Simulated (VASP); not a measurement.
A run of VASP 6.6.1:

INCAR

```
SYSTEM = GaN
  ALGO = Normal
  EDIFF = 1E-7
  ENCUT = 520
  GGA = PS
  ISIF = 2
  ISMEAR = 0
  LASPH = .True.
  LCHARG = .False.
  LREAL = .False.
  LWAVE = .False.
  NBANDS = 26
  NELM = 60
  PREC = Accurate
  SIGMA = 0.05
```

File KPOINTS:

```
k-points
0
Gamma
  8 8 6
  0 0 0
```

Contents of POSCAR:

```
GaN
1.0
    0.0000000000     -2.2490913701     -2.2191784549
    0.0000000000      2.2490913701     -2.2191784549
    4.4383569097      0.0000000000      0.0000000000
Ga N
2 2
Direct
    0.4984372640      0.4984372640      0.5000000000
    0.0015627360      0.0015627360      0.0000000000
    0.0128940960      0.4871059040      0.2500000000
    0.4871059040      0.0128940960      0.7500000000
```

Potentials or basis: VASP PAW PBE potentials, release 64 (Ga_d, N).

Launch:

```console
$ cat potpaw_PBE.64/Ga_d/POTCAR potpaw_PBE.64/N/POTCAR > POTCAR
$ mpirun -np 1 vasp_std > vasp.out
```

Hardware: 1 thread of AMD EPYC 7R13 (shared host).

Task: Estimate the wall time of this run.

Result: Run time: 4.1 min on 1 thread of AMD EPYC 7R13 (shared host), peak memory 0.18 GiB. Counts: scf iterations 19, k points 84.
